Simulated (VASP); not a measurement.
# Al (Fm-3m) in VASP: notebook

Runs on Al. Level: PBE. Tasks: single point.

Program: VASP 6.6.1. These are calculated values, not measurements. Logs are shortened: lines on timing, memory, paths and dates and some standing lists are left out, and cuts for length are marked.

### Step 1. The cell of the first run

Symmetry: Fm-3m, No. 225, cubic system. The conventional cell has a = 4.040 Å, b = 4.040 Å, c = 4.040 Å, α = 90.00°, β = 90.00°, γ = 90.00°. Al (site symmetry m-3m) has 12 Al at 2.86 Å within 3.8 Å.

### Step 2. Single point, PBE

INCAR

```
SYSTEM = Al
PREC     = Accurate       ! precision mode
ENCUT    = 520            ! plane-wave cutoff, eV
EDIFF    = 1E-7           ! SCF threshold, eV
ISMEAR   = 1              ! smearing method
SIGMA    = 0.2            ! smearing width, eV
LREAL    = .False.        ! projectors in reciprocal space
LASPH    = .True.         ! aspherical terms in the spheres
NELM     = 60             ! most SCF steps
ALGO     = Normal         ! electronic algorithm
ISIF     = 2              ! what is computed and relaxed
LWAVE    = .False.        ! write WAVECAR
LCHARG   = .False.        ! write CHGCAR
GGA      = PE             ! functional
NBANDS   = 8              ! bands
```

KPOINTS

```
regular mesh
0
Gamma
  13 13 13
  0 0 0
```

POSCAR

```
Al
1.0
    0.0000000000      2.0199630948      2.0199630948
    2.0199630948      0.0000000000      2.0199630948
    2.0199630948      2.0199630948      0.0000000000
Al
1
Direct
    0.0000000000      0.0000000000      0.0000000000
```

Potentials or basis: VASP PAW PBE potentials, release 64 (Al).

Run with:

```sh
$ cat potpaw_PBE.64/Al/POTCAR > POTCAR
$ mpirun -np 1 vasp_std > vasp.out
```

OUTCAR:

```text
SYSTEM = Al
   PREC = Accurate
   ENCUT = 520
   EDIFF = 1E-7
   ISMEAR = 1
   LREAL = .False.
   LASPH = .True.
   NELM = 60
   ISIF = 2
   GGA = PE

 ion  position               nearest neighbor table
   1  0.000  0.000  0.000-

  LATTYP: Found a face centered cubic cell.
 ALAT       =     4.0399261896

  Lattice vectors:

 A1 = (   0.0000000000,   2.0199630948,   2.0199630948)
 A2 = (   2.0199630948,   0.0000000000,   2.0199630948)
 A3 = (   2.0199630948,   2.0199630948,   0.0000000000)

Analysis of symmetry for initial positions (statically):
=====================================================================
 Subroutine PRICEL returns:
 Original cell was already a primitive cell.

 Routine SETGRP: Setting up the symmetry group for a
 face centered cubic supercell.

 Subroutine GETGRP returns: Found 48 space group operations
 (whereof 48 operations were pure point group operations)
 out of a pool of 48 trial point group operations.

The static configuration has the point symmetry O_h .

Analysis of symmetry for dynamics (positions and initial velocities):
=====================================================================
 Subroutine PRICEL returns:
 Original cell was already a primitive cell.

 Routine SETGRP: Setting up the symmetry group for a
 face centered cubic supercell.

 Subroutine GETGRP returns: Found 48 space group operations
 (whereof 48 operations were pure point group operations)
 out of a pool of 48 trial point group operations.

The dynamic configuration has the point symmetry O_h .

 Subroutine INISYM returns: Found 48 space group operations
 (whereof 48 operations are pure point group operations),
 and found     1 'primitive' translations

----------------------------------------------------------------------------------------

                                     Primitive cell

  volume of cell :      16.4839

  direct lattice vectors                    reciprocal lattice vectors
     0.000000000  2.019963095  2.019963095    -0.247529275  0.247529275  0.247529275
     2.019963095  0.000000000  2.019963095     0.247529275 -0.247529275  0.247529275
     2.019963095  2.019963095  0.000000000     0.247529275  0.247529275 -0.247529275

  length of vectors
     2.856659204  2.856659204  2.856659204     0.428733280  0.428733280  0.428733280

  position of ions in fractional coordinates (direct lattice)
     0.000000000  0.000000000  0.000000000

  ion indices of the primitive-cell ions
   primitive index   ion index
                 1           1

----------------------------------------------------------------------------------------

 KPOINTS: regular mesh

Automatic generation of k-mesh.
 Grid dimensions read from file:
 generate k-points for:   13   13   13

 Generating k-lattice:

  Cartesian coordinates                     Fractional coordinates (reciprocal lattice)
    -0.019040713  0.019040713  0.019040713     0.076923077  0.000000000  0.000000000
     0.019040713 -0.019040713  0.019040713     0.000000000  0.076923077  0.000000000
     0.019040713  0.019040713 -0.019040713     0.000000000  0.000000000  0.076923077

  Length of vectors
     0.032979483  0.032979483  0.032979483

  Shift w.r.t. Gamma in fractional coordinates (k-lattice)
     0.000000000  0.000000000  0.000000000

 Subroutine IBZKPT returns following result:
 ===========================================

 Found     84 irreducible k-points:

 Following reciprocal coordinates:
            Coordinates               Weight
  0.000000  0.000000  0.000000      1.000000
  0.076923  0.000000  0.000000      8.000000
  0.153846  0.000000  0.000000      8.000000
  0.230769  0.000000  0.000000      8.000000
  0.307692  0.000000  0.000000      8.000000
  0.384615  0.000000  0.000000      8.000000
[... 16 lines left out ...]
  0.384615  0.153846  0.000000     24.000000
  0.461538  0.153846  0.000000     24.000000
 [... further k-points ...]
   k-points           NKPTS =     84   k-points in BZ     NKDIM =     84   number of bands    NBANDS=      8
   number of dos      NEDOS =    301   number of ions     NIONS =      1
   total plane-waves  NPLWV =  13824
   dimension x,y,z NGX =    24 NGY =   24 NGZ =   24
   dimension x,y,z NGXF=    48 NGYF=   48 NGZF=   48
   ions per type =               1
   NGX,Y,Z   is equivalent  to a cutoff of  13.97, 13.97, 13.97 a.u.
   NGXF,Y,Z  is equivalent  to a cutoff of  27.93, 27.93, 27.93 a.u.
 SYSTEM =  Al
   PREC   = accura    normal or accurate (medium, high low for compatibility)
   ISTART =      0    job   : 0-new  1-cont  2-samecut
   ICHARG =      2    charge: 1-file 2-atom 10-const
   ISPIN  =      1    spin polarized calculation?
   LNONCOLLINEAR =      F non collinear calculations
   LSORBIT =      F    spin-orbit coupling
   LASPH  =      T    aspherical Exc in radial PAW
   ENCUT  =  520.0 eV  38.22 Ry    6.18 a.u.   5.31  5.31  5.31*2*pi/ulx,y,z
   NELM   =     60;   NELMIN=  2; NELMDL= -5     # of ELM steps
   EDIFF  = 0.1E-06   stopping-criterion for ELM
   LREAL  =      F    real-space projection
   EDIFFG = 0.1E-05   stopping-criterion for IOM
   NSW    =      0    number of steps for IOM
   IBRION =     -1    ionic relax: 0-MD 1-quasi-New 2-CG
   NFREE  =      0    steps in history (QN), initial steepest desc. (CG)
   ISIF   =      2    stress and relaxation
   ISYM   =      2    0-nonsym 1-usesym 2-fastsym
   POTIM  = 0.5000    time-step for ionic-motion
   TEBEG  =    0.0;   TEEND  =   0.0 temperature during run
   PSTRESS=    0.0 pullay stress
   NELECT =       3.0000    total number of electrons
   NUPDOWN=      -1.0000    fix difference up-down
   EMIN   =  10.00;   EMAX   =-10.00  energy-range for DOS
   EFERMI =   0.00;   METHOD = LEGACY
   ISMEAR =     1;   SIGMA  =   0.20  broadening in eV -4-tet -1-fermi 0-gaus
   EFERMI_NEDOS =   21; number of points for ismear=-14 and -15
   IALGO  =     38    algorithm
   IMIX   =      4    mixing-type and parameters
     AMIX     =   0.40;   BMIX     =  1.00
     AMIX_MAG =   1.60;   BMIX_MAG =  1.00
  volume/ion in A,a.u.               =      16.48       111.24
  Fermi-wavevector in a.u.,A,eV,Ry     =   0.927745  1.753183 11.710674  0.860710
  Thomas-Fermi vector in A             =   2.053847
   LORBIT       =      0    0 simple, 1 ext, 2 COOP (PROOUT), +10 PAW based schemes
   GGA     = PE    functional components
   LHFCALC =     F    Hartree Fock is set to
   AEXX    =    0.0000 exact exchange contribution
   IVDW    =     0    specifies the selected vdW correction
   LEPSILON=     F    determine dielectric tensor
   LRPA    =     F    only Hartree local field effects (RPA)
 non-spin polarized calculation
 Methfessel and Paxton  Order N= 1 SIGMA  =   0.20
  energy-cutoff  :      520.00
  volume of cell :       16.48
 maximum number of plane-waves:       459
 NGX is ok and might be reduce to    24
   NGX = 11   NGY = 11   NGZ = 11

 number of electron       3.0000000 magnetization

 Free energy of the ion-electron system (eV)
  ---------------------------------------------------
  ext. energy  EPLUGINS =         0.00000000
  ---------------------------------------------------
  free energy    TOTEN  =        -3.74221927 eV

  energy without entropy =       -3.74228124  energy(sigma->0) =       -3.74223992

 E-fermi :   7.9284     XC(G=0): -10.2000

 val. band max:        7.9257535194   @ k =  -0.3077   0.2308   0.0000
 cond. band min:       7.9401600133   @ k =  -0.2308   0.3846   0.1538
 fundamental gap:      0.0144064938
 Fermi energy:         7.9284052104

 k-point     1 :       0.0000    0.0000    0.0000
  band No.  band energies     occupation
      1      -3.1307      2.00000
      2      20.6351      0.00000
      3      20.6351      0.00000
      4      20.6351      0.00000
      5      22.1342      0.00000
      6      22.1342      0.00000
      7      22.1342      0.00000
      8      24.4838      0.00000

 k-point     2 :       0.0769    0.0000    0.0000
  band No.  band energies     occupation
      1      -2.9698      2.00000
      2      18.2771      0.00000
      3      20.1274      0.00000
      4      20.1274      0.00000
      5      22.7873      0.00000
      6      22.8895      0.00000
      7      22.8895      0.00000
      8      26.0766      0.00000

 k-point     3 :       0.1538    0.0000    0.0000
  band No.  band energies     occupation
      1      -2.4881      2.00000
      2      15.1676      0.00000
      3      19.4605      0.00000
      4      19.4605      0.00000
      5      22.6499      0.00000
      6      24.0329      0.00000
      7      24.0329      0.00000
      8      25.3061      0.00000

 k-point     4 :       0.2308    0.0000    0.0000
  band No.  band energies     occupation
      1      -1.6889      2.00000
      2      12.1702      0.00000
      3      19.0012      0.00000
      4      19.0012      0.00000
      5      22.4153      0.00000
      6      23.1251      0.00000
      7      23.1251      0.00000
      8      26.4323      0.00000

 k-point     5 :       0.3077    0.0000    0.0000
  band No.  band energies     occupation
      1      -0.5774      2.00000
      2       9.3823     -0.00000
      3      18.7962      0.00000
      4      18.7962      0.00000
      5      21.7847      0.00000
      6      21.7847      0.00000
      7      22.3288      0.00000
      8      25.7755      0.00000

 k-point     6 :       0.3846    0.0000    0.0000
  band No.  band energies     occupation
      1       0.8391      2.00000
      2       6.8397      2.00000
      3      18.8566      0.00000
      4      18.8566      0.00000
      5      20.6569      0.00000
      6      20.6569      0.00000
      7      22.4793      0.00000
      8      24.5806      0.00000

 k-point     7 :       0.4615    0.0000    0.0000
  band No.  band energies     occupation
      1       2.5498      2.00000
      2       4.5639      2.00000
      3      19.1859      0.00000
      4      19.1859      0.00000
      5      19.7881      0.00000
      6      19.7881      0.00000
      7      22.8976      0.00000
      8      23.6189      0.00000
[... 133 lines left out ...]
 k-point    20 :       0.1538    0.1538    0.0000
  band No.  band energies     occupation
      1      -2.2745      2.00000
      2      17.2964      0.00000
      3      17.2964      0.00000
      4      17.4741      0.00000
      5      20.5281      0.00000
      6      21.1520      0.00000
      7      26.6657      0.00000
      8      26.6657      0.00000

 k-point    21 :       0.2308    0.1538    0.0000
  band No.  band energies     occupation
      1      -1.6889      2.00000
      2      14.5458      0.00000
      3      16.6189      0.00000
      4      17.8893      0.00000
      5      19.2529      0.00000
      6      20.8250      0.00000
      7      27.2030      0.00000
      8      27.2707      0.00000

 k-point    22 :       0.3077    0.1538    0.0000
  band No.  band energies     occupation
      1      -0.7886      2.00000
      2      11.6925     -0.00000
      3      16.2146      0.00000
      4      17.5190      0.00000
      5      17.8919      0.00000
      6      22.3877      0.00000
      7      26.1942      0.00000
      8      27.2184      0.00000

 k-point    23 :       0.3846    0.1538    0.0000
  band No.  band energies     occupation
      1       0.4204      2.00000
      2       9.0182     -0.00000
      3      16.0840      0.00000
      4      16.1936      0.00000
      5      17.7966      0.00000
      6      24.3968      0.00000
      7      25.0168      0.00000
      8      27.3072      0.00000

 k-point    24 :       0.4615    0.1538    0.0000
  band No.  band energies     occupation
      1       1.9296      2.00000
      2       6.5813      2.00000
      3      15.0952      0.00000
      4      16.2274      0.00000
      5      17.9891      0.00000
      6      24.0177      0.00000
      7      26.0342      0.00000
      8      27.8928      0.00000

 [... further k-points ...]
[... 5 lines left out ...]
  --------------------------------------------------------------------------------------
  -------------------------------------------------------------------------------------
  Total       -0.0118620     -0.0118620     -0.0118620     -0.0000000      0.0000000      0.0000000
  in kB       -1.1529414     -1.1529414     -1.1529414     -0.0000000      0.0000000      0.0000000
  external PRESSURE =      -1.1529414 kB  Pullay stress =       0.0000000 kB

 VOLUME and BASIS-vectors are now :
 -----------------------------------------------------------------------------
  energy-cutoff  :      520.00
  volume of cell :       16.48
      direct lattice vectors                 reciprocal lattice vectors
     0.000000000  2.019963095  2.019963095    -0.247529275  0.247529275  0.247529275
     2.019963095  0.000000000  2.019963095     0.247529275 -0.247529275  0.247529275
     2.019963095  2.019963095  0.000000000     0.247529275  0.247529275 -0.247529275

 POSITION                                       TOTAL-FORCE (eV/Angst)
 -----------------------------------------------------------------------------------
      0.00000      0.00000      0.00000        -0.000000      0.000000      0.000000
 -----------------------------------------------------------------------------------
    total drift:                               -0.000000      0.000000      0.000000

  FREE ENERGIE OF THE ION-ELECTRON SYSTEM (eV)
  ---------------------------------------------------
  free  energy   TOTEN  =        -3.7422192688 eV

  energy  without entropy=       -3.7422812366  energy(sigma->0) =       -3.74223992
```

Wall time 9.2 s (1 thread of AMD EPYC 7R13 (Zen 3), shared host); peak memory 0.1 GiB.

Results:

| Item | Value |
| --- | --- |
| Free energy | -3.7422 eV |
| Pressure | -0.1 GPa |

### Step 3. Single point, PBE

INCAR

```
PREC     = Accurate       # precision mode
ENCUT    = 520            # plane-wave cutoff, eV
EDIFF    = 1E-7           # SCF threshold, eV
ISMEAR   = 1              # smearing method
SIGMA    = 0.3            # smearing width, eV
LREAL    = False          # projectors in reciprocal space
LASPH    = True           # aspherical terms in the spheres
NELM     = 80             # most SCF steps
ALGO     = Normal         # electronic algorithm
ISIF     = 2              # what is computed and relaxed
LWAVE    = False          # write WAVECAR
LCHARG   = False          # write CHGCAR
GGA      = PE             # functional
NBANDS   = 8              # bands
```

KPOINTS

```
regular mesh
0
Gamma
  13 13 13
```

POSCAR is that of step 2.

Potentials or basis: VASP PAW PBE potentials, release 64 (Al).

Run with:

```sh
$ cat potpaw_PBE.64/Al/POTCAR > POTCAR
$ mpirun -np 1 vasp_std > vasp.out
```

It took 10 s on 1 thread of AMD EPYC 7R13 (Zen 3), shared host; peak memory 0.1 GiB.

Results (log left out):

| Quantity | Value |
| --- | --- |
| Free energy | -3.7422 eV |
| Pressure | -0.1 GPa |

Levels at points of the mesh, in eV from the Fermi level:
| k point | band 1 | band 2 | band 3 | band 4 | band 5 | band 6 |
| --- | --- | --- | --- | --- | --- | --- |
| (0.00, 0.00, 0.00) | -11.07 | 12.70 | 12.70 | 12.70 | 14.19 | 14.19 |
